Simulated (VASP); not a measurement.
# SnO2 (P4_2/mnm) in VASP: a series of runs, part 2 of 2

VASP 6.6.1.

## Step 3: Single point, LDA

This run uses another cell than the first one, of 11.84 Å³/atom.

Contents of INCAR:

```
SYSTEM = SnO2
ALGO = Normal
EDIFF = 1E-6
ENCUT = 520
GGA = CA
ISIF = 2
ISMEAR = 0
LASPH = .TRUE.
LCHARG = .FALSE.
LREAL = .FALSE.
LWAVE = .FALSE.
NBANDS = 35
NELM = 80
PREC = Accurate
SIGMA = 0.02
```

Contents of KPOINTS:

```
k-points
0
G
  6 6 8
  0 0 0
```

Contents of POSCAR:

```
SnO2
1.0
    4.7205124221      0.0000000000      0.0000000000
    0.0000000000      4.7205124221      0.0000000000
    0.0000000000      0.0000000000      3.1886207677
Sn O
2 4
Direct
    0.0000000000      0.0000000000      0.0000000000
    0.5000000000      0.5000000000      0.5000000000
    0.3060892151      0.3060892151      0.0000000000
    0.1939107849      0.8060892151      0.5000000000
    0.6939107849      0.6939107849      0.0000000000
    0.8060892151      0.1939107849      0.5000000000
```

Potentials or basis: VASP PAW LDA potentials, release 64 (Sn_d, O).

Started as:

```sh
$ cat potpaw_LDA.64/Sn_d/POTCAR potpaw_LDA.64/O/POTCAR > POTCAR
$ mpirun -np 1 vasp_std > vasp.out
```

OUTCAR:

```text
SYSTEM = SnO2
   EDIFF = 1E-6
   ENCUT = 520
   GGA = CA
   ISIF = 2
   ISMEAR = 0
   LASPH = .TRUE.
   LREAL = .FALSE.
   NELM = 80
   PREC = Accurate

 ion  position               nearest neighbor table
   1  0.000  0.000  0.000-   3 2.04   5 2.04   4 2.05   6 2.05   4 2.05   6 2.05   2 3.70   2 3.70
                             2 3.70   2 3.70   2 3.70   2 3.70   2 3.70   2 3.70
   2  0.500  0.500  0.500-   4 2.04   6 2.04   5 2.05   3 2.05   3 2.05   5 2.05   1 3.70   1 3.70
                             1 3.70   1 3.70   1 3.70   1 3.70   1 3.70   1 3.70
   3  0.306  0.306  0.000-   1 2.04   2 2.05   2 2.05
   4  0.194  0.806  0.500-   2 2.04   1 2.05   1 2.05
   5  0.694  0.694  0.000-   1 2.04   2 2.05   2 2.05
   6  0.806  0.194  0.500-   2 2.04   1 2.05   1 2.05

  LATTYP: Found a simple tetragonal cell.
 ALAT       =     4.7205124221
 C/A-ratio  =     0.6754819144

  Lattice vectors:

 A1 = (   4.7205124221,   0.0000000000,   0.0000000000)
 A2 = (   0.0000000000,   4.7205124221,   0.0000000000)
 A3 = (   0.0000000000,   0.0000000000,   3.1886207677)

Analysis of symmetry for initial positions (statically):
=====================================================================
 Subroutine PRICEL returns:
 Original cell was already a primitive cell.

 Routine SETGRP: Setting up the symmetry group for a
 simple tetragonal supercell.

 Subroutine GETGRP returns: Found 16 space group operations
 (whereof  8 operations were pure point group operations)
 out of a pool of 16 trial point group operations.

The static configuration has the point symmetry D_2h.
 The point group associated with its full space group is D_4h.

Analysis of symmetry for dynamics (positions and initial velocities):
=====================================================================
 Subroutine PRICEL returns:
 Original cell was already a primitive cell.

 Routine SETGRP: Setting up the symmetry group for a
 simple tetragonal supercell.

 Subroutine GETGRP returns: Found 16 space group operations
 (whereof  8 operations were pure point group operations)
 out of a pool of 16 trial point group operations.

The dynamic configuration has the point symmetry D_2h.
 The point group associated with its full space group is D_4h.

 Subroutine INISYM returns: Found 16 space group operations
 (whereof  8 operations are pure point group operations),
 and found     1 'primitive' translations

----------------------------------------------------------------------------------------

                                     Primitive cell

  volume of cell :      71.0528

  direct lattice vectors                    reciprocal lattice vectors
     4.720512422  0.000000000  0.000000000     0.211841408  0.000000000  0.000000000
     0.000000000  4.720512422  0.000000000     0.000000000  0.211841408  0.000000000
     0.000000000  0.000000000  3.188620768     0.000000000  0.000000000  0.313615219

  length of vectors
     4.720512422  4.720512422  3.188620768     0.211841408  0.211841408  0.313615219

  position of ions in fractional coordinates (direct lattice)
     0.000000000  0.000000000  0.000000000
     0.500000000  0.500000000  0.500000000
     0.306089215  0.306089215  0.000000000
     0.193910785  0.806089215  0.500000000
     0.693910785  0.693910785  0.000000000
     0.806089215  0.193910785  0.500000000

  ion indices of the primitive-cell ions
[... 31 lines left out ...]

 Found     50 irreducible k-points:

 Following reciprocal coordinates:
            Coordinates               Weight
  0.000000  0.000000  0.000000      1.000000
  0.166667  0.000000  0.000000      4.000000
  0.333333  0.000000  0.000000      4.000000
  0.500000  0.000000  0.000000      2.000000
  0.166667  0.166667  0.000000      4.000000
  0.333333  0.166667  0.000000      8.000000
[... 16 lines left out ...]
  0.333333  0.000000  0.250000      8.000000
  0.500000  0.000000  0.250000      4.000000
 [... further k-points ...]
   k-points           NKPTS =     50   k-points in BZ     NKDIM =     50   number of bands    NBANDS=     35
   number of dos      NEDOS =    301   number of ions     NIONS =      6
   total plane-waves  NPLWV =  31104
   dimension x,y,z NGX =    36 NGY =   36 NGZ =   24
   dimension x,y,z NGXF=    72 NGYF=   72 NGZF=   48
   ions per type =               2   4
   NGX,Y,Z   is equivalent  to a cutoff of  12.68, 12.68, 12.51 a.u.
   NGXF,Y,Z  is equivalent  to a cutoff of  25.36, 25.36, 25.03 a.u.
 SYSTEM =  SnO2
   PREC   = accura    normal or accurate (medium, high low for compatibility)
   ISTART =      0    job   : 0-new  1-cont  2-samecut
   ICHARG =      2    charge: 1-file 2-atom 10-const
   ISPIN  =      1    spin polarized calculation?
   LNONCOLLINEAR =      F non collinear calculations
   LSORBIT =      F    spin-orbit coupling
   LASPH  =      T    aspherical Exc in radial PAW
   ENCUT  =  520.0 eV  38.22 Ry    6.18 a.u.   8.78  8.78  5.93*2*pi/ulx,y,z
   NELM   =     80;   NELMIN=  2; NELMDL= -5     # of ELM steps
   EDIFF  = 0.1E-05   stopping-criterion for ELM
   LREAL  =      F    real-space projection
   EDIFFG = 0.1E-04   stopping-criterion for IOM
   NSW    =      0    number of steps for IOM
   IBRION =     -1    ionic relax: 0-MD 1-quasi-New 2-CG
   NFREE  =      0    steps in history (QN), initial steepest desc. (CG)
   ISIF   =      2    stress and relaxation
   ISYM   =      2    0-nonsym 1-usesym 2-fastsym
   POTIM  = 0.5000    time-step for ionic-motion
   TEBEG  =    0.0;   TEEND  =   0.0 temperature during run
   PSTRESS=    0.0 pullay stress
   NELECT =      52.0000    total number of electrons
   NUPDOWN=      -1.0000    fix difference up-down
   EMIN   =  10.00;   EMAX   =-10.00  energy-range for DOS
   EFERMI =   0.00;   METHOD = LEGACY
   ISMEAR =     0;   SIGMA  =   0.02  broadening in eV -4-tet -1-fermi 0-gaus
   EFERMI_NEDOS =   21; number of points for ismear=-14 and -15
   IALGO  =     38    algorithm
   IMIX   =      4    mixing-type and parameters
     AMIX     =   0.40;   BMIX     =  1.00
     AMIX_MAG =   1.60;   BMIX_MAG =  1.00
  volume/ion in A,a.u.               =      11.84        79.91
  Fermi-wavevector in a.u.,A,eV,Ry     =   1.475306  2.787925 29.613474  2.176529
  Thomas-Fermi vector in A             =   2.589972
   LORBIT       =      0    0 simple, 1 ext, 2 COOP (PROOUT), +10 PAW based schemes
   GGA     = CA    functional components
   LHFCALC =     F    Hartree Fock is set to
   AEXX    =    0.0000 exact exchange contribution
   IVDW    =     0    specifies the selected vdW correction
   LEPSILON=     F    determine dielectric tensor
   LRPA    =     F    only Hartree local field effects (RPA)
 non-spin polarized calculation
 Gauss-broadening in eV      SIGMA  =   0.02
  energy-cutoff  :      520.00
  volume of cell :       71.05
 maximum number of plane-waves:      1934
 NGX is ok and might be reduce to    36
   NGX = 17   NGY = 17   NGZ = 11

 number of electron      51.9999986 magnetization

 Free energy of the ion-electron system (eV)
  ---------------------------------------------------
  ext. energy  EPLUGINS =         0.00000000
  ---------------------------------------------------
  free energy    TOTEN  =       -42.27896839 eV

  energy without entropy =      -42.27896839  energy(sigma->0) =      -42.27896839

 E-fermi :   6.0375     XC(G=0): -11.8380

 val. band max:        5.9504072613   @ k =   0.0000   0.0000   0.0000
 cond. band min:       7.1633181952   @ k =   0.0000   0.0000   0.0000
 fundamental gap:      1.2129109339
 Fermi energy:         6.0374717589

 k-point     1 :       0.0000    0.0000    0.0000
  band No.  band energies     occupation
      1     -15.0699      2.00000
      2     -14.2874      2.00000
      3     -14.0095      2.00000
      4     -13.9905      2.00000
      5     -13.9905      2.00000
      6     -13.9123      2.00000
[... 901 lines left out ...]
     34      18.1500      0.00000
     35      18.3364      0.00000

 [... further k-points ...]
[... 5 lines left out ...]
  --------------------------------------------------------------------------------------
  -------------------------------------------------------------------------------------
  Total        0.5286273      0.5286273      0.7907505      0.0000000      0.0000000      0.0000000
  in kB       11.9200760     11.9200760     17.8307215      0.0000000      0.0000000      0.0000000
  external PRESSURE =      13.8902912 kB  Pullay stress =       0.0000000 kB

 VOLUME and BASIS-vectors are now :
 -----------------------------------------------------------------------------
  energy-cutoff  :      520.00
  volume of cell :       71.05
      direct lattice vectors                 reciprocal lattice vectors
     4.720512422  0.000000000  0.000000000     0.211841408  0.000000000  0.000000000
     0.000000000  4.720512422  0.000000000     0.000000000  0.211841408  0.000000000
     0.000000000  0.000000000  3.188620768     0.000000000  0.000000000  0.313615219

 POSITION                                       TOTAL-FORCE (eV/Angst)
 -----------------------------------------------------------------------------------
      0.00000      0.00000      0.00000        -0.000000      0.000000      0.000000
      2.36026      2.36026      1.59431        -0.000000      0.000000      0.000000
      1.44490      1.44490      0.00000        -0.020951     -0.020951      0.000000
      0.91536      3.80515      1.59431         0.020951     -0.020951      0.000000
      3.27561      3.27561      0.00000         0.020951      0.020951      0.000000
      3.80515      0.91536      1.59431        -0.020951      0.020951      0.000000
 -----------------------------------------------------------------------------------
    total drift:                                0.000000      0.000000      0.000000

  FREE ENERGIE OF THE ION-ELECTRON SYSTEM (eV)
  ---------------------------------------------------
  free  energy   TOTEN  =       -42.2789683881 eV

  energy  without entropy=      -42.2789683881  energy(sigma->0) =      -42.27896839
```

stdout:

```text
POSCAR found type information on POSCAR SnO
 POSCAR found :  2 types and       6 ions
 scaLAPACK will be used
 LDA part: xc-table for (Slater(with rela. corr.)+CA(PZ))
 , standard interpolation
 POSCAR, INCAR and KPOINTS ok, starting setup
 FFT: planning ... GRIDC
 FFT: planning ... GRID_SOFT
 FFT: planning ... GRID
 WAVECAR not read
 entering main loop
```

Wall time 81 s (1 thread of Intel Xeon Platinum 8488C (Sapphire Rapids), shared host); peak memory 0.21 GiB.

What came out:

- Free energy: -42.2790 eV
- Pressure: 1.4 GPa
- Largest force: 0.030 eV/Å
- Band gap on the k mesh: 1.21 eV

Forces in eV/Å, atoms in the order of the input:
```
Sn   0.000  0.000  0.000
Sn   0.000  0.000  0.000
O   -0.021 -0.021  0.000
O    0.021 -0.021  0.000
O    0.021  0.021  0.000
O   -0.021  0.021  0.000
```

Levels at points of the mesh, in eV from the valence-band top:
| k point | band 24 | band 25 | band 26 | band 27 | band 28 | band 29 |
| --- | --- | --- | --- | --- | --- | --- |
| (0.00, 0.00, 0.00) | -0.81 | -0.81 | 0.00 | 1.21 | 5.97 | 6.08 |
| (0.50, 0.00, 0.00) | -1.24 | -0.65 | -0.65 | 4.37 | 4.37 | 6.84 |
| (0.50, 0.50, 0.00) | -1.36 | -0.92 | -0.92 | 4.76 | 4.76 | 7.34 |
| (0.00, 0.00, 0.50) | -1.74 | -1.29 | -1.29 | 6.09 | 6.09 | 9.55 |
| (0.50, 0.00, 0.50) | -1.14 | -0.72 | -0.72 | 6.37 | 6.37 | 7.91 |
| (0.50, 0.50, 0.50) | -0.99 | -0.85 | -0.85 | 4.74 | 4.74 | 8.65 |

Caveat: spin-orbit coupling is left out, which moves the levels of the heavy elements. As with any semilocal functional, this LDA gap is likely too small.

## Step 4: Relaxation of cell and atoms, LDA

Contents of INCAR:

```
SYSTEM = SnO2
PREC = Accurate ; ENCUT = 600
EDIFF = 1E-6 ; ISMEAR = 0
SIGMA = 0.02 ; LREAL = .False.
LASPH = .True. ; NELM = 80
ALGO = Normal ; ISIF = 3
LWAVE = .False. ; LCHARG = .False.
IBRION = 2 ; NSW = 100
EDIFFG = -0.002
```

Contents of KPOINTS:

```
Automatic mesh
0
Gamma
  6 6 8
  0 0 0
```

Contents of POSCAR:

```
SnO2
1.0
    4.7373500000      0.0000000000      0.0000000000
    0.0000000000      4.7373500000      0.0000000000
    0.0000000000      0.0000000000      3.1864000000
Sn O
2 4
Direct
    0.0000000000      0.0000000000      0.0000000000
    0.5000000000      0.5000000000      0.5000000000
    0.3056200000      0.3056200000      0.0000000000
    0.1943800000      0.8056200000      0.5000000000
    0.6943800000      0.6943800000      0.0000000000
    0.8056200000      0.1943800000      0.5000000000
```

Started as:

```sh
$ cat potpaw_LDA.64/Sn_d/POTCAR potpaw_LDA.64/O/POTCAR > POTCAR
$ mpirun -np 1 vasp_std > vasp.out
```

Wall time 6.2 min (1 thread of Intel Xeon Platinum 8488C (Sapphire Rapids), shared host); peak memory 0.25 GiB.

It converged, with:

| Item | Value |
| --- | --- |
| Free energy | -42.2923 eV |
| Relaxed volume | 11.90 Å³/atom |
| Relaxed cell | a = 4.727 Å, b = 4.727 Å, c = 3.196 Å, α = 90.00°, β = 90.00°, γ = 90.00° |
| Space group after relaxing (to 0.1 Å) | P4_2/mnm (No. 136) |
| Energy gained by relaxing | 0.2 meV/atom |
| Ionic steps | 6 |
| Pressure after relaxing | 0.0 GPa |
| Band gap on the k mesh | 1.15 eV |

Step by step:
| step | energy change (eV) | largest force (eV/Å) | pressure (GPa) | volume (Å³) |
| --- | --- | --- | --- | --- |
| 1 | 0.0000 | 0.0490 | -0.16 | 71.51 |
| 2 | -0.0010 | 0.0040 | 0.12 | 71.39 |
| 3 | -0.0010 | 0.0108 | 0.24 | 71.35 |
| 4 | -0.0009 | 0.0022 | -0.34 | 71.52 |
| 5 | -0.0011 | 0.0057 | 0.00 | 71.42 |
| 6 | -0.0011 | 0.0003 | -0.01 | 71.42 |

Final structure:
```
CELL_PARAMETERS angstrom
4.72687 0.00000 0.00000
0.00000 4.72687 0.00000
0.00000 0.00000 3.19630
ATOMIC_POSITIONS crystal
Sn 0.00000 0.00000 0.00000
Sn 0.50000 0.50000 0.50000
O 0.30604 0.30604 0.00000
O 0.19396 0.80604 0.50000
O 0.69396 0.69396 0.00000
O 0.80604 0.19396 0.50000
```

Levels at points of the mesh, in eV from the valence-band top:
```
           k point  band 23  band 24  band 25  band 26  band 27  band 28  band 29  band 30
(0.00, 0.00, 0.00)    -1.28    -0.80    -0.80     0.00     1.15     5.92     6.05     6.05
(0.50, 0.00, 0.00)    -1.24    -1.24    -0.65    -0.65     4.31     4.31     6.81     6.81
(0.50, 0.50, 0.00)    -1.37    -1.37    -0.91    -0.91     4.70     4.70     7.29     7.29
(0.00, 0.00, 0.50)    -1.72    -1.72    -1.28    -1.28     6.03     6.03     9.52     9.52
(0.50, 0.00, 0.50)    -1.13    -1.13    -0.72    -0.72     6.31     6.31     7.88     7.88
(0.50, 0.50, 0.50)    -0.99    -0.99    -0.84    -0.84     4.69     4.69     8.63     8.63
```

Caveat: spin-orbit coupling is left out, which moves the levels of the heavy elements.

## Step 5: Overview

```csv
task,cell,k mesh,cutoff (eV),smearing,gap on the mesh (eV),pressure (GPa),largest force (eV/Å)
single point,"a = 4.737, b = 4.737, c = 3.186 Å, 6 atoms",4 × 4 × 6,520,gaussian 0.1 eV,1.14,0.0,0.05
single point,"a = 4.721, b = 4.721, c = 3.189 Å, 6 atoms",6 × 6 × 8,520,gaussian 0.02 eV,1.21,1.4,0.03
relaxation of cell and atoms,"relaxed from a = 4.737, b = 4.737, c = 3.186 Å, 6 atoms",6 × 6 × 8,600,gaussian 0.02 eV,1.15,0.0,-
```

Alike in all rows: level LDA; potentials or basis VASP PAW LDA potentials, release 64 (Sn_d, O); no spin polarisation.

Caveats: spin-orbit coupling is left out, which moves the levels of the heavy elements.

Absolute energies hang on the potentials; compare differences alone.
